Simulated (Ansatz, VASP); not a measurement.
**One calculation of Li3Br, two programs**

```xyz
4
Lattice="3.1011 1.7904 2.5304 -3.1011 1.7904 2.5304 0.0000 -3.5808 2.5304" Properties=species:S:1:pos:R:3 pbc="T T T"
Li    1.5446   -2.6752    3.7957
Li   -3.0891    0.0000    3.7957
Li    1.5446    2.6752    3.7957
Br    0.0000    0.0000    0.0000
```

Change from the starting cell: species swapped into the ScF3 type (R32, No. 155).

Alike in both runs: task relaxation of cell and atoms; functional PBE; k mesh 6 × 6 × 6; occupations gaussian, width 0.1 eV; no spin polarisation.

```csv
,VASP,Ansatz
version,VASP 6.6.1,Ansatz 0.2.0
potentials or method,"VASP PAW PBE potentials, release 64 (Li_sv, Br), cutoff 600 eV","scalar-relativistic, plane waves, PAW"
valence electrons in the cell,16,16
```

Ansatz gave:

| Item | Value |
| --- | --- |
| gap on the k mesh at the Fermi level, each at its own relaxed structure (eV) | none |
| relaxed volume (Å³/atom) | 24.44 |
| relaxed cell length with the largest relative difference (Å) | 4.652 |

Problem. Estimate VASP's values.

Solution. gap on the k mesh at the Fermi level, each at its own relaxed structure (eV): none; relaxed volume (Å³/atom): 30.97; relaxed cell length with the largest relative difference (Å): 4.985.

A gap of «none» marks a metal or a gap that the smearing closes. One of these differences is far larger than is usual between the two programs; its cause wasn't traced.

Noted on VASP's run: the cutoff is short for stress, so the pressure is rough; the volume moved by over 15 % at a fixed basis, so the end points are rough.
